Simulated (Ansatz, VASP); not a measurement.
## AlFe: VASP beside Ansatz

INCAR

```
ALGO = Normal
EDIFF = 1E-6
ENCUT = 520
GGA = PE
ISIF = 2
ISMEAR = -1
ISPIN = 2
LASPH = T
LCHARG = F
LMAXMIX = 4
LORBIT = 11
LREAL = F
LWAVE = F
MAGMOM = 0 3
NBANDS = 16
NELM = 150
PREC = Accurate
SIGMA = 0.05
```

File KPOINTS:

```
k-points
0
Gamma
  12 12 12
```

The input POSCAR:

```
AlFe
1.0
    2.9670733132      0.0000000000      0.0000000000
    0.0000000000      2.9670733132      0.0000000000
    0.0000000000      0.0000000000      2.9670733132
Al Fe
1 1
Direct
    0.0000000000      0.0000000000      0.0000000000
    0.5000000000      0.5000000000      0.5000000000
```

Input for Ansatz:

```yaml
crystal:
  lattice:
    - [2.9670733132, 0.0, 0.0]
    - [0.0, 2.9670733132, 0.0]
    - [0.0, 0.0, 2.9670733132]
  atoms:
    - { symbol: Al, position: [0.0, 0.0, 0.0] }
    - { symbol: Fe, position: [0.5, 0.5, 0.5], spin: 3.0 }
magnetization:
  spin_polarized: true
kpoints:
  mp_grid: { grid: [12, 12, 12] }
scf:
  occupations: { method: fermi_dirac, width: 0.05 }
hamiltonian:
  xc: pbe
  pseudopotentials: { kind: all_electron, lapw: { basis_error: 0.0005 } }
output:
  forces: true
  stress: true
  eigenvalues: true
```

Change from the starting cell: volume scaled by 1.06.

Alike in both runs: task single point; functional PBE; k mesh 12 × 12 × 12; occupations fermi-dirac, width 0.05 eV; collinear spin.

|  | VASP | Ansatz |
| --- | --- | --- |
| version | VASP 6.6.1 | Ansatz 0.2.0 |
| potentials or method | VASP PAW PBE potentials, release 64 (Al, Fe), cutoff 520 eV | all-electron LAPW, scalar-relativistic |

```csv
,VASP,Ansatz,Ansatz less VASP
pressure (GPa),-13.5,-13.5,-0.04
net moment per atom (μB),0.39,0.39,0.000
size of the moment on the site where the two differ most (μB),0.03,0.04,+0.012
```

Site moments also hang on the region over which each program counts them. Ansatz ran all-electron here, and VASP with PAW potentials.
